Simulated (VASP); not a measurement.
## Na2C3: single point with PBE

Na2C3:

```
CELL_PARAMETERS angstrom
5.47173 0.00000 0.00000
-2.73586 4.73866 0.00000
0.00000 0.00000 5.49089
ATOMIC_POSITIONS crystal
Na 0.33333 0.66667 0.51664
Na 0.66667 0.33333 0.48336
C 0.15027 0.00000 0.50000
C 0.00000 0.15027 0.50000
C 0.84973 0.84973 0.50000
```

The cell was built from a structure type or drawn by symmetry, and may not be a known phase.

```json
{"Program": "VASP 6.6.1", "Task": "single point", "Functional": "PBE", "Potentials or basis": "VASP PAW PBE potentials, release 64 (Na_pv, C)", "Cutoff": "520 eV", "k mesh": "6 × 6 × 6", "Occupations": "gaussian, width 0.02 eV", "Spin": "no spin polarisation"}
```

The pressure is 0.2 GPa. The largest force is 0.165 eV/Å. The band gap on the k mesh is 2.45 eV.

Forces on the atoms (eV/Å):
```
Na   0.000  0.000 -0.003
Na   0.000  0.000  0.003
C    0.165  0.000  0.000
C   -0.082  0.143  0.000
C   -0.082 -0.143  0.000
```

Stress tensor (GPa, compression positive):
```
0.24 0.00 0.00
0.00 0.24 0.00
0.00 0.00 0.03
```

Levels at points of the mesh, in eV from the valence-band top:
```tsv
k point	band 9	band 10	band 11	band 12	band 13	band 14	band 15	band 16	band 17	band 18
(0.00, 0.00, 0.00)	-6.00	-3.54	-3.24	-0.17	-0.17	3.34	3.91	3.91	6.21	6.60
(0.50, 0.00, 0.00)	-6.04	-3.49	-2.51	-0.34	-0.04	3.25	3.75	3.78	4.89	6.39
(0.00, 0.00, 0.50)	-5.99	-3.65	-3.15	-0.15	-0.15	3.24	3.72	3.72	5.90	7.19
(0.50, 0.00, 0.50)	-6.03	-3.57	-2.46	-0.31	0.00	2.45	3.45	5.01	5.15	6.17
```

Run time: 2.7 min on 1 thread of AMD EPYC 7R43 64-Core Processor (Zen 3), on a shared host, peak memory 0.25 GiB.

A k mesh can miss the band edges.
